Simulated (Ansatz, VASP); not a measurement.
# Ca: VASP beside Ansatz

INCAR

```
SYSTEM = Ca
PREC = Accurate
ENCUT = 520
EDIFF = 1E-6
ISMEAR = -1
SIGMA = 0.08
LREAL = .FALSE.
LASPH = .TRUE.
NELM = 60
ALGO = Normal
ISIF = 2
LWAVE = .FALSE.
LCHARG = .TRUE.
GGA = PE
LELF = .TRUE.
LVHAR = .TRUE.
NBANDS = 11
```

KPOINTS

```
regular mesh
0
G
  12 12 11
  0 0 0
```

File POSCAR:

```
Ca
1.0
    2.9137484871      0.0000000000      0.0000000000
   -1.4568742435      2.5233802101      0.0000000000
    0.0000000000      0.0000000000      2.6306085506
Ca
1
Direct
    0.0000000000      0.0000000000      0.0000000000
```

Input for Ansatz:

```yaml
crystal:
  lattice:
    - [2.9137484871, 0.0, 0.0]
    - [-1.4568742435, 2.5233802101, 0.0]
    - [0.0, 0.0, 2.6306085506]
  atoms:
    - { symbol: Ca, position: [0.0, 0.0, 0.0] }
kpoints:
  mp_grid: { grid: [12, 12, 11] }
  band_path:
    path:
      - [0.0, 0.0, 0.0]
      - [0.5, 0.0, 0.0]
      - [0.3333333333, 0.3333333333, 0.0]
      - [0.0, 0.0, 0.0]
      - [0.0, 0.0, 0.5]
      - [0.5, 0.0, 0.5]
      - [0.3333333333, 0.3333333333, 0.5]
      - [0.0, 0.0, 0.5]
      - [0.5, 0.0, 0.5]
    npoints: 8
scf:
  occupations: { method: fermi_dirac, width: 0.08 }
hamiltonian:
  xc: pbe
  pseudopotentials: { kind: paw }
output:
  forces: true
  stress: true
  eigenvalues: true
  populations: true
  dos: { projected: true, de: 0.2, e_range: [-14, 8] }
```

Change from the starting cell: volume scaled by 0.45, PAW files.

Alike in both runs: task single point; functional PBE; k mesh 12 × 12 × 11; occupations fermi-dirac, width 0.08 eV; no spin polarisation.

```csv
,VASP,Ansatz
version,VASP 6.6.1,Ansatz 0.2.0
potentials or method,"VASP PAW PBE potentials, release 64 (Ca_sv)","PAW with Ansatz's default frozen-core files, scalar-relativistic"
plane-wave cutoff (eV),520,420
valence electrons in the cell,10,10
```

Ansatz gave:

```
pressure (GPa)                                                : 37.1
traceless stress, the component that is largest in VASP (GPa) : -0.05
```

Which values does VASP return?

Pressure (GPa): 37.4; traceless stress, the component that is largest in VASP (GPa): 0.19.

Both programs put the cell under a high pressure, so it lies far from rest at this level.
